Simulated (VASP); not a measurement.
Runs of VASP 6.6.1 on SrO. The structure is that of space group P6_3/mmc (No. 194), or close to it. The cells are those of the table. 

| level | cell | k mesh | gap on the mesh (eV) | pressure (GPa) |
| --- | --- | --- | --- | --- |
| PBE | a = 3.541, b = 3.541, c = 6.180 Å, angles 90.0, 90.0, 120.0°, 4 atoms | 6 × 6 × 4 | 3.05 | 3.3 |
| PBE | a = 3.577, b = 3.577, c = 6.243 Å, angles 90.0, 90.0, 120.0°, 4 atoms | 6 × 6 × 4 | 2.97 | 0.5 |
| PBE | a = 3.612, b = 3.612, c = 6.305 Å, angles 90.0, 90.0, 120.0°, 4 atoms | 6 × 6 × 4 | 2.81 | -1.8 |
| r2SCAN | a = 3.582, b = 3.582, c = 6.270 Å, angles 90.0, 90.0, 120.0°, 4 atoms | 9 × 9 × 4 | 3.51 | -2.0 |
| PBE | a = 3.547, b = 3.547, c = 6.208 Å, angles 90.0, 90.0, 120.0°, 4 atoms | 12 × 12 × 4 | 3.06 | 2.5 |
| r2SCAN | a = 3.511, b = 3.511, c = 6.146 Å, angles 90.0, 90.0, 120.0°, 4 atoms | 9 × 9 × 4 | 3.53 | 3.6 |
| r2SCAN | a = 3.475, b = 3.475, c = 6.082 Å, angles 90.0, 90.0, 120.0°, 4 atoms | 9 × 9 × 4 | 3.54 | 7.2 |
| r2SCAN | a = 3.547, b = 3.547, c = 6.208 Å, angles 90.0, 90.0, 120.0°, 4 atoms | 12 × 12 × 4 | 3.49 | 0.6 |
| r2SCAN | a = 3.547, b = 3.547, c = 6.208 Å, angles 90.0, 90.0, 120.0°, 4 atoms | 9 × 9 × 4 | 3.52 | 0.6 |
| PBE | a = 3.504, b = 3.504, c = 6.116 Å, angles 90.0, 90.0, 120.0°, 4 atoms | 6 × 6 × 4 | 3.06 | (b) |
| r2SCAN | a = 3.617, b = 3.617, c = 6.330 Å, angles 90.0, 90.0, 120.0°, 4 atoms | 9 × 9 × 4 | (a) | -4.2 |
| PBE | a = 3.647, b = 3.647, c = 6.365 Å, angles 90.0, 90.0, 120.0°, 4 atoms | 6 × 6 × 4 | 2.65 | -3.8 |

Alike in all rows: task single point; potentials or basis VASP PAW PBE potentials, release 64 (Sr_sv, O); no spin polarisation; cutoff (eV) 520; smearing gaussian 0.01 eV.

Question: Fill in the values left out.

Answer: (a) 3.36; (b) 6.5.

Caveats: the PAW data sets were made with another functional, which shifts forces and pressure a little (some runs).

A k mesh can miss the band edges, and the runs leave out spin-orbit coupling on Sr.
